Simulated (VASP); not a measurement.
# KMgF3 (R-3m) in VASP: further runs, part 2 of 2

VASP 6.6.1. The steps go on from the part before.

## 3. Single point, LDA

This run uses another cell than the first one, of the same volume but with other edges.

File INCAR:

```
SYSTEM = KMgF3
ALGO     = Normal         ! electronic algorithm
EDIFF    = 1E-6           ! SCF threshold, eV
ENCUT    = 520            ! plane-wave cutoff, eV
ISIF     = 2              ! what is computed and relaxed
ISMEAR   = 0              ! smearing method
LASPH    = .True.         ! aspherical terms in the spheres
LCHARG   = .False.        ! write CHGCAR
LREAL    = .False.        ! projectors in reciprocal space
LWAVE    = .False.        ! write WAVECAR
NBANDS   = 24             ! bands
NELM     = 100            ! most SCF steps
PREC     = Accurate       ! precision mode
SIGMA    = 0.05           ! smearing width, eV
```

File KPOINTS:

```
k-points
0
Gamma
  6 6 6
  0 0 0
```

File POSCAR:

```
KMgF3
1.0
    3.9973946675     -0.2103891930     -0.2103891930
   -0.2103891930      3.9973946675     -0.2103891930
   -0.2103891930     -0.2103891930      3.9973946675
K Mg F
1 1 3
Direct
    0.5000000000      0.5000000000      0.5000000000
    0.0000000000      0.0000000000      0.0000000000
    0.5000000000      0.0000000000      0.0000000000
    0.0000000000      0.5000000000      0.0000000000
    0.0000000000      0.0000000000      0.5000000000
```

Potentials or basis: VASP PAW LDA potentials, release 64 (K_sv, Mg, F).

Run with:

```
$ cat potpaw_LDA.64/K_sv/POTCAR potpaw_LDA.64/Mg/POTCAR potpaw_LDA.64/F/POTCAR > POTCAR
$ mpirun -np 1 vasp_std > vasp.out
```

OUTCAR:

```text
SYSTEM = KMgF3
   EDIFF = 1E-6
   ENCUT = 520
   ISIF = 2
   ISMEAR = 0
   LASPH = .True.
   LREAL = .False.
   NELM = 100
   PREC = Accurate

 ion  position               nearest neighbor table
   1  0.500  0.500  0.500-   3 2.69   4 2.69   5 2.69   3 2.69   4 2.69   5 2.69   2 3.10   2 3.10
                             2 3.59   2 3.59   2 3.59   2 3.59   2 3.59   2 3.59
   2  0.000  0.000  0.000-   3 2.00   4 2.00   5 2.00   5 2.00   4 2.00   3 2.00   1 3.10   1 3.10
[... 858 lines left out ...]
  -------------------------------------------------------------------------------------
  Total       -1.8669386     -1.8669386     -1.8669386      1.9169216      1.9169216      1.9169216
  in kB      -47.2347282    -47.2347282    -47.2347282     48.4993309     48.4993309     48.4993309
  external PRESSURE =     -47.2347282 kB  Pullay stress =       0.0000000 kB

 VOLUME and BASIS-vectors are now :
 -----------------------------------------------------------------------------
  energy-cutoff  :      520.00
  volume of cell :       63.33
      direct lattice vectors                 reciprocal lattice vectors
     3.997394668 -0.210389193 -0.210389193     0.251634486  0.013979694  0.013979694
    -0.210389193  3.997394668 -0.210389193     0.013979694  0.251634486  0.013979694
    -0.210389193 -0.210389193  3.997394668     0.013979694  0.013979694  0.251634486

 POSITION                                       TOTAL-FORCE (eV/Angst)
 -----------------------------------------------------------------------------------
      1.78831      1.78831      1.78831        -0.000000      0.000000     -0.000000
      0.00000      0.00000      0.00000         0.000000     -0.000000      0.000000
      1.99870     -0.10519     -0.10519         0.000000      0.000000      0.000000
     -0.10519      1.99870     -0.10519         0.000000     -0.000000      0.000000
     -0.10519     -0.10519      1.99870        -0.000000      0.000000      0.000000
 -----------------------------------------------------------------------------------
    total drift:                                0.000000     -0.000000      0.000000

  FREE ENERGIE OF THE ION-ELECTRON SYSTEM (eV)
  ---------------------------------------------------
  free  energy   TOTEN  =       -26.7551805820 eV

  energy  without entropy=      -26.7551805820  energy(sigma->0) =      -26.75518058
```

stdout:

```text
POSCAR found type information on POSCAR K MgF
 POSCAR found :  3 types and       5 ions
 scaLAPACK will be used
 LDA part: xc-table for (Slater(with rela. corr.)+CA(PZ))
 , standard interpolation
 POSCAR, INCAR and KPOINTS ok, starting setup
 FFT: planning ... GRIDC
 FFT: planning ... GRID_SOFT
 FFT: planning ... GRID
 WAVECAR not read
 entering main loop
```

Wall time 57 s (1 thread of Intel Xeon 8259CL, shared host); peak memory 0.18 GiB.

Results:

```
Free energy            : -26.7552 eV
Pressure               : -4.7 GPa
Band gap on the k mesh : 6.68 eV (least direct gap 6.79 eV)
```

Stress tensor (GPa, compression positive):
```
-4.72  4.85  4.85
 4.85 -4.72  4.85
 4.85  4.85 -4.72
```

Caveat: the cell stands under tension. A k mesh can miss the band edges.

## 4. Single point, LDA

File INCAR:

```
PREC     = Accurate       # precision mode
ENCUT    = 520            # plane-wave cutoff, eV
EDIFF    = 1E-6           # SCF threshold, eV
ISMEAR   = 0              # smearing method
SIGMA    = 0.05           # smearing width, eV
LREAL    = F              # projectors in reciprocal space
LASPH    = T              # aspherical terms in the spheres
NELM     = 80             # most SCF steps
ALGO     = Normal         # electronic algorithm
ISIF     = 2              # what is computed and relaxed
LWAVE    = F              # write WAVECAR
LCHARG   = F              # write CHGCAR
GGA      = CA             # functional
NBANDS   = 24             # bands
```

File KPOINTS:

```
Automatic mesh
0
Gamma
  6 6 6
```

POSCAR, as its differences from that of step 3:

```diff
@@ -2,5 +2,5 @@
 1.0
-    3.9973946675     -0.2103891930     -0.2103891930
-   -0.2103891930      3.9973946675     -0.2103891930
-   -0.2103891930     -0.2103891930      3.9973946675
+    4.1189883247      0.7792680614      0.7792680614
+    0.7792680614      4.1189883247      0.7792680614
+    0.7792680614      0.7792680614      4.1189883247
 K Mg F
```

Run with:

```
$ cat potpaw_LDA.64/K_sv/POTCAR potpaw_LDA.64/Mg/POTCAR potpaw_LDA.64/F/POTCAR > POTCAR
$ mpirun -np 1 vasp_std > vasp.out
```

Wall time 48 s (1 thread of Intel Xeon 8259CL, shared host); peak memory 0.18 GiB.

Results (log left out):

```yaml
Free_energy: -23.3981 eV
Pressure: 5.9 GPa
Band_gap_on_the_k_mesh: 2.83 eV (least direct gap 2.84 eV)
```

Stress tensor (GPa, compression positive):
```
  5.88 -19.47 -19.47
-19.47   5.88 -19.47
-19.47 -19.47   5.88
```

Levels at points of the mesh, in eV from the valence-band top:
```
           k point  band 14  band 15  band 16  band 17  band 18  band 19
(0.00, 0.00, 0.00)    -0.93    -0.01    -0.01     2.83     7.47     7.47
(0.50, 0.00, 0.00)    -1.93    -1.57    -0.25     5.80     5.84     7.63
(0.50, 0.50, 0.00)    -1.97    -1.58    -0.23     6.47     7.42     8.85
(0.50, 0.50, 0.50)    -0.88     0.00     0.00     7.17     7.59     7.59
```

Caveat: the cell stands under pressure. A k mesh can miss the band edges.

## 5. Single point, LDA

This run uses another cell than the first one, of the same volume but with other edges.

File INCAR:

```
ALGO = Normal
EDIFF = 1E-6
ENCUT = 520
ISIF = 2
ISMEAR = 0
LASPH = T
LCHARG = T
LELF = T
LREAL = F
LVHAR = T
LWAVE = F
NBANDS = 24
NELM = 100
PREC = Accurate
SIGMA = 0.05
```

File KPOINTS:

```
k-points
0
Gamma
  6 6 6
```

POSCAR, as its differences from that of step 4:

```diff
@@ -2,5 +2,5 @@
 1.0
-    4.1189883247      0.7792680614      0.7792680614
-    0.7792680614      4.1189883247      0.7792680614
-    0.7792680614      0.7792680614      4.1189883247
+    3.9885460325      0.1035985982      0.1035985982
+    0.1035985982      3.9885460325      0.1035985982
+    0.1035985982      0.1035985982      3.9885460325
 K Mg F
```

Run with:

```
$ cat potpaw_LDA.64/K_sv/POTCAR potpaw_LDA.64/Mg/POTCAR potpaw_LDA.64/F/POTCAR > POTCAR
$ mpirun -np 1 vasp_std > vasp.out
```

Wall time 59 s (1 thread of Intel Xeon 8259CL, shared host); peak memory 0.18 GiB.

The run converged. Its results:

```yaml
Free_energy: -26.9969 eV
Pressure: -5.1 GPa
Band_gap_on_the_k_mesh: 6.86 eV (least direct gap 7.09 eV)
```

Stress tensor (GPa, compression positive):
```
-5.12 -2.30 -2.30
-2.30 -5.12 -2.30
-2.30 -2.30 -5.12
```

Levels at points of the mesh, in eV from the valence-band top:
```
           k point  band 13  band 14  band 15  band 16  band 17  band 18  band 19  band 20
(0.00, 0.00, 0.00)    -0.58    -0.55    -0.23    -0.23     6.86     9.69     9.69    11.87
(0.50, 0.00, 0.00)    -0.94    -0.91    -0.78    -0.40     9.69    10.01    10.73    12.45
(0.50, 0.50, 0.00)    -1.08    -0.98    -0.94    -0.04    10.55    11.33    12.08    12.21
(0.50, 0.50, 0.50)    -1.21    -0.07     0.00     0.00     9.96     9.96    10.43    13.50
```

Caveat: the cell stands under tension.

## 6. The runs side by side

```csv
cell,gap on the mesh (eV),pressure (GPa)
"a = 4.192 Å, angles 105.7°, 5 atoms",5.08,-1.6
"a = 4.008 Å, angles 95.9°, 5 atoms",6.68,-4.7
"a = 4.264 Å, angles 67.3°, 5 atoms",2.83,5.9
"a = 3.991 Å, angles 87.0°, 5 atoms",6.86,-5.1
```

Alike in all rows: task single point; level LDA; potentials or basis VASP PAW LDA potentials, release 64 (K_sv, Mg, F); no spin polarisation; k mesh 6 × 6 × 6; cutoff (eV) 520; smearing gaussian 0.05 eV.

Caveats: the cell stands under tension (at least some runs); the cell stands under pressure (at least some runs).

Total energies depend on the potentials used, so only differences within one code and one set of settings carry meaning.
